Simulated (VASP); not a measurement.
# Ti (Fm-3m) in VASP: further runs, part 2 of 2

VASP 6.6.1. Earlier steps stand in the parts before.

### Step 3. Single point, BLYP+D3(BJ)

This run uses another cell than the first one, of 17.07 Å³/atom, 1.020 times its volume.

File INCAR:

```
AGGAC = 1.0
AGGAX = 1.0
ALDAC = 0.0
ALDAX = 1.0
ALGO = Normal
EDIFF = 1E-6
ENCUT = 520
GGA = B5
ISIF = 2
ISMEAR = 0
IVDW = 12
LASPH = True
LCHARG = False
LREAL = False
LWAVE = False
NBANDS = 12
NELM = 80
PREC = Accurate
SIGMA = 0.025
VDW_A1 = 0.4298
VDW_A2 = 4.2359
VDW_S6 = 1.0
VDW_S8 = 2.6996
```

File KPOINTS:

```
k-points
0
Gamma
  11 11 11
```

File POSCAR:

```
Ti
1.0
    0.0000000000      2.0434441004      2.0434441004
    2.0434441004      0.0000000000      2.0434441004
    2.0434441004      2.0434441004      0.0000000000
Ti
1
Direct
    0.0000000000      0.0000000000      0.0000000000
```

Potentials or basis: VASP PAW PBE potentials, release 64 (Ti_sv).

Command:

```bash
$ cat potpaw_PBE.64/Ti_sv/POTCAR > POTCAR
$ mpirun -np 1 vasp_std > vasp.out
```

It took 23 s on 1 thread of Intel Xeon Platinum 8375C at 2.90GHz (Ice Lake), shared host; peak memory 0.15 GiB.

It converged, with:

```yaml
Free_energy: -8.1619 eV
Pressure: -10.2 GPa
Band_gap_on_the_k_mesh: zero (band 6 reaches 9.69 eV, above the bottom of band 7 at 8.58 eV)
Dispersion_energy_per_atom: -1.450 eV
```

Levels at points of the mesh, in eV from the Fermi level:
```csv
k point,band 2,band 3,band 4,band 5,band 6,band 7,band 8,band 9,band 10,band 11
"(0.00, 0.00, 0.00)",-32.40,-32.40,-32.40,-5.89,0.87,0.87,0.87,2.54,2.54,15.53
```

Caveat: three body term missing; the PAW data sets were made with another functional, which shifts forces and pressure a little; pairwise dispersion overbinds metals, which lowers pressure and volume.

### Step 4. Single point, BLYP+D3(BJ)

This run uses another cell than the first one, of 17.40 Å³/atom, 1.040 times its volume.

INCAR, as its differences from that of step 3:

```diff
@@ -4,4 +4,4 @@
 ALDAX = 1.0
-ALGO = Normal
-EDIFF = 1E-6
+ALGO = Fast
+EDIFF = 1E-7
 ENCUT = 520
@@ -16,3 +16,3 @@
 NBANDS = 12
-NELM = 80
+NELM = 100
 PREC = Accurate
```

KPOINTS is that of step 3.

File POSCAR:

```
Ti
1.0
    0.0000000000      2.0567135898      2.0567135898
    2.0567135898      0.0000000000      2.0567135898
    2.0567135898      2.0567135898      0.0000000000
Ti
1
Direct
    0.0000000000      0.0000000000      0.0000000000
```

Potentials or basis: VASP PAW PBE potentials, release 64 (Ti_sv).

Command:

```bash
$ cat potpaw_PBE.64/Ti_sv/POTCAR > POTCAR
$ mpirun -np 1 vasp_std > vasp.out
```

OUTCAR:

```text
EDIFF = 1E-7
   ENCUT = 520
   GGA = B5
   ISIF = 2
   ISMEAR = 0
   IVDW = 12
   LASPH = True
   LREAL = False
   NELM = 100
   PREC = Accurate
 IVDW          = 12

 ion  position               nearest neighbor table
   1  0.000  0.000  0.000-

  LATTYP: Found a face centered cubic cell.
 ALAT       =     4.1134271796

  Lattice vectors:

 A1 = (   0.0000000000,   2.0567135898,   2.0567135898)
 A2 = (   2.0567135898,   0.0000000000,   2.0567135898)
[... 539 lines left out ...]
     10      12.0378      0.00000
     11      22.2046      0.00000
     12      22.6283      0.00000

 [... further k-points ...]

------------------------ aborting loop because EDIFF is reached ----------------------------------------

 Edisp (eV)   -1.42041

 E8    (eV) :    -1.0843

  FORCE on cell =-STRESS in cart. coord.  units (eV):
  Direction    XX          YY          ZZ          XY          YZ          ZX
  --------------------------------------------------------------------------------------
  -------------------------------------------------------------------------------------
  Total      -1.29480    -1.29480    -1.29480     0.00000     0.00000     0.00000
  in kB    -119.22387  -119.22387  -119.22387     0.00000     0.00000     0.00000
  external pressure =     -119.22 kB  Pullay stress =        0.00 kB

 VOLUME and BASIS-vectors are now :
 -----------------------------------------------------------------------------
  energy-cutoff  :      520.00
  volume of cell :       17.40
      direct lattice vectors                 reciprocal lattice vectors
     0.000000000  2.056713590  2.056713590    -0.243106285  0.243106285  0.243106285
     2.056713590  0.000000000  2.056713590     0.243106285 -0.243106285  0.243106285
     2.056713590  2.056713590  0.000000000     0.243106285  0.243106285 -0.243106285

 POSITION                                       TOTAL-FORCE (eV/Angst)
 -----------------------------------------------------------------------------------
      0.00000      0.00000      0.00000         0.000000      0.000000     -0.000000
 -----------------------------------------------------------------------------------
    total drift:                               -0.000000      0.000000      0.000000

  FREE ENERGIE OF THE ION-ELECTRON SYSTEM (eV)
  ---------------------------------------------------
  free  energy   TOTEN  =        -8.1389256876 eV

  energy  without entropy=       -8.1388615043  energy(sigma->0) =       -8.13889360
```

OSZICAR:

```text
N       E                     dE             d eps       ncg     rms          rms(c)
DAV:   1     0.888683993543E+02    0.88868E+02   -0.63997E+03  1344   0.119E+03
DAV:   2    -0.310083769405E+01   -0.91969E+02   -0.89642E+02  1376   0.298E+02
DAV:   3    -0.746427547760E+01   -0.43634E+01   -0.43180E+01  1912   0.659E+01
[... 16 lines left out ...]
RMM:  20    -0.671851813345E+01    0.25429E-07   -0.52831E-06  1562   0.114E-02    0.313E-03
RMM:  21    -0.671851821969E+01   -0.86242E-07   -0.33537E-06  1473   0.934E-03    0.518E-04
RMM:  22    -0.671851841672E+01   -0.19703E-06   -0.18946E-06  1282   0.582E-03    0.681E-04
RMM:  23    -0.671851853974E+01   -0.12302E-06   -0.14684E-06  1054   0.403E-03    0.634E-04
RMM:  24    -0.671851858424E+01   -0.44499E-07   -0.84137E-07  1000   0.334E-03
   1 F= -.81389257E+01 E0= -.81388936E+01  d E =-.641834E-04
```

stdout:

```text
POSCAR found type information on POSCAR Ti
 POSCAR found :  1 types and       1 ions
 scaLAPACK will be used
 -----------------------------------------------------------------------------
|                                                                             |
|                                                                             |
|     You enforced a specific xc type in the INCAR file but a different       |
|     I HOPE YOU KNOW WHAT YOU ARE DOING!                                     |
|                                                                             |
 -----------------------------------------------------------------------------

 LDA part: xc-table for (Slater(with rela. corr.)+VWN5), standard interpolation
 POSCAR, INCAR and KPOINTS ok, starting setup
 FFT: planning ... GRIDC
 FFT: planning ... GRID_SOFT
 FFT: planning ... GRID
 WAVECAR not read
 entering main loop
```

Wall time 45 s (1 thread of Intel Xeon Platinum 8375C at 2.90GHz (Ice Lake), shared host); peak memory 0.15 GiB.

Results:

```yaml
Free_energy: -8.1389 eV
Pressure: -11.9 GPa
Band_gap_on_the_k_mesh: zero (band 6 reaches 9.47 eV, above the bottom of band 7 at 8.38 eV)
Dispersion_energy_per_atom: -1.420 eV
```

Caveat: three body term missing; the PAW data sets were made with another functional, which shifts forces and pressure a little; pairwise dispersion overbinds metals, which lowers pressure and volume.

### Step 5. Single point, BLYP+D3(BJ)

This run uses another cell than the first one, of 17.73 Å³/atom, 1.060 times its volume.

File INCAR:

```
SYSTEM = Ti
PREC     = Accurate       ! precision mode
ENCUT    = 520            ! plane-wave cutoff, eV
EDIFF    = 1E-6           ! SCF threshold, eV
ISMEAR   = 0              ! smearing method
SIGMA    = 0.025          ! smearing width, eV
LREAL    = .FALSE.        ! projectors in reciprocal space
LASPH    = .TRUE.         ! aspherical terms in the spheres
NELM     = 80             ! most SCF steps
ALGO     = Normal         ! electronic algorithm
ISIF     = 2              ! what is computed and relaxed
LWAVE    = .FALSE.        ! write WAVECAR
LCHARG   = .TRUE.         ! write CHGCAR
GGA      = B5             ! functional
ALDAX    = 1.0          
AGGAX    = 1.0          
AGGAC    = 1.0          
ALDAC    = 0.0          
IVDW     = 12             ! dispersion correction
VDW_S6   = 1.0          
VDW_S8   = 2.6996       
VDW_A1   = 0.4298       
VDW_A2   = 4.2359       
LELF     = .TRUE.         ! ELF
LVHAR    = .TRUE.       
NBANDS   = 12             ! bands
```

File KPOINTS:

```
regular mesh
0
G
  11 11 11
  0 0 0
```

File POSCAR:

```
Ti
1.0
    0.0000000000      2.0698140295      2.0698140295
    2.0698140295      0.0000000000      2.0698140295
    2.0698140295      2.0698140295      0.0000000000
Ti
1
Direct
    0.0000000000      0.0000000000      0.0000000000
```

Command:

```bash
$ cat potpaw_PBE.64/Ti_sv/POTCAR > POTCAR
$ mpirun -np 1 vasp_std > vasp.out
```

Run time: 28 s. Hardware: 1 thread of Intel Xeon Platinum 8375C at 2.90GHz (Ice Lake), shared host; peak memory 0.15 GiB.

It converged, with:

```
Free energy                : -8.1127 eV
Pressure                   : -13.4 GPa
Band gap on the k mesh     : zero (band 6 reaches 9.26 eV, above the bottom of band 7 at 8.19 eV)
Dispersion energy per atom : -1.392 eV
```

Levels at points of the mesh, in eV from the Fermi level:
| k point | band 3 | band 4 | band 5 | band 6 | band 7 | band 8 | band 9 | band 10 |
| --- | --- | --- | --- | --- | --- | --- | --- | --- |
| (0.00, 0.00, 0.00) | -32.52 | -32.52 | -5.82 | 0.83 | 0.83 | 0.83 | 2.41 | 2.41 |

Caveat: three body term missing; the PAW data sets were made with another functional, which shifts forces and pressure a little; pairwise dispersion overbinds metals, which lowers pressure and volume.

### Step 6. Single point, LDA

This run uses another cell than the first one, of 19.24 Å³/atom, 1.150 times its volume.

File INCAR:

```
SYSTEM = Ti
PREC = Accurate
ENCUT = 520
EDIFF = 1E-7
ISMEAR = 1
SIGMA = 0.15
LREAL = .FALSE.
LASPH = .TRUE.
NELM = 100
ALGO = Normal
ISIF = 2
LWAVE = .FALSE.
LCHARG = .FALSE.
GGA = CA
NBANDS = 12
```

File KPOINTS:

```
Automatic mesh
0
G
  11 11 11
  0 0 0
```

File POSCAR:

```
Ti
1.0
    0.0000000000      2.1268097929      2.1268097929
    2.1268097929      0.0000000000      2.1268097929
    2.1268097929      2.1268097929      0.0000000000
Ti
1
Direct
    0.0000000000      0.0000000000      0.0000000000
```

Potentials or basis: VASP PAW LDA potentials, release 64 (Ti_sv).

Command:

```bash
$ cat potpaw_LDA.64/Ti_sv/POTCAR > POTCAR
$ mpirun -np 1 vasp_std > vasp.out
```

It took 16 s on 1 thread of Intel Xeon Platinum 8375C at 2.90GHz (Ice Lake), shared host; peak memory 0.13 GiB.

It converged, with:

- Free energy: -8.3125 eV
- Pressure: -16.4 GPa
- Band gap on the k mesh: zero (band 6 reaches 7.72 eV, above the bottom of band 7 at 6.70 eV)

Levels at points of the mesh, in eV from the Fermi level:
```csv
k point,band 4,band 5,band 6,band 7,band 8,band 9
"(0.00, 0.00, 0.00)",-32.52,-5.77,0.78,0.78,0.78,2.17
```

### Step 7. Overview

```csv
level,potentials or basis,cell,smearing,gap on the mesh (eV),pressure (GPa)
BLYP+D3(BJ),"VASP PAW PBE potentials, release 64 (Ti_sv)","a = 2.871 Å, angles 60.0°, 1 atom",gaussian 0.025 eV,none,-8.5
BLYP+D3(BJ),"VASP PAW PBE potentials, release 64 (Ti_sv)","a = 2.890 Å, angles 60.0°, 1 atom",gaussian 0.025 eV,none,-10.2
BLYP+D3(BJ),"VASP PAW PBE potentials, release 64 (Ti_sv)","a = 2.909 Å, angles 60.0°, 1 atom",gaussian 0.025 eV,none,-11.9
BLYP+D3(BJ),"VASP PAW PBE potentials, release 64 (Ti_sv)","a = 2.927 Å, angles 60.0°, 1 atom",gaussian 0.025 eV,none,-13.4
LDA,"VASP PAW LDA potentials, release 64 (Ti_sv)","a = 3.008 Å, angles 60.0°, 1 atom",methfessel-paxton 0.15 eV,none,-16.4
```

Alike in all rows: task single point; no spin polarisation; k mesh 11 × 11 × 11; cutoff (eV) 520.

Caveats: three body term missing (some runs); the PAW data sets were made with another functional, which shifts forces and pressure a little (some runs); pairwise dispersion overbinds metals, which lowers pressure and volume (some runs).

Absolute energies hang on the potentials; compare differences alone.
